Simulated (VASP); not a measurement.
Write the native input for VASP 6.6.1 that does the following.

| Item | Value |
| --- | --- |
| Task | single point |
| Functional | PBE |
| Potentials or basis | VASP PAW PBE potentials, release 64 (Mo_sv, N) |
| Cutoff | 520 eV |
| k mesh | 12 × 12 × 18 |
| Occupations | gaussian, width 0.15 eV |
| Spin | no spin polarisation |
| Dipole correction | no |
| Further INCAR settings | ALGO = Normal; EDIFF = 1e-06; NBANDS = 33 |

The structure of MoN2 lies in POSCAR:

```
MoN2
1.0
    3.6831026552      0.0000000000      0.0000000000
    0.0000000000      4.9830212394      0.0000000000
    0.0000000000      0.0000000000      2.7518917152
Mo N
2 4
Direct
    0.5000000000      0.5000000000      0.0000000000
    0.0000000000      0.0000000000      0.0000000000
    0.8879039728      0.3879039728      0.5000000000
    0.1120960272      0.6120960272      0.5000000000
    0.3879039728      0.1120960272      0.5000000000
    0.6120960272      0.8879039728      0.5000000000
```

This cell differs from its parent crystal: strain -0.1500 x Voigt [1, -1, 0, 0, 0, 0].

One way to write it, as run:

INCAR

```
SYSTEM = MoN2
PREC = Accurate ; ENCUT = 520
EDIFF = 1E-6 ; ISMEAR = 0
SIGMA = 0.15 ; LREAL = .False.
LASPH = .True. ; NELM = 100
ALGO = Normal ; ISIF = 2
LWAVE = .False. ; LCHARG = .True.
GGA = PE ; LELF = .True.
LVHAR = .True. ; NBANDS = 33
```

KPOINTS

```
Automatic mesh
0
Gamma
  12 12 18
  0 0 0
```

Potentials or basis: VASP PAW PBE potentials, release 64 (Mo_sv, N).

Launch:

```bash
$ cat potpaw_PBE.64/Mo_sv/POTCAR potpaw_PBE.64/N/POTCAR > POTCAR
$ mpirun -np 1 vasp_std > vasp.out
```

Results of the run:

- Pressure: 30.1 GPa
- Largest force: 1.337 eV/Å
- Band gap on the k mesh: zero (band 24 reaches 12.99 eV, above the bottom of band 25 at 12.42 eV)

Caveat: the cell differs from its parent crystal (strain -0.1500 x Voigt [1, -1, 0, 0, 0, 0]); forces of over 1 eV/Å act on the atoms, so gaps and moduli don't describe the material at rest.

It took 7.9 min on 1 thread of Intel(R) Xeon(R) Platinum 8488C (Sapphire Rapids), on a shared host, peak memory 0.65 GiB.
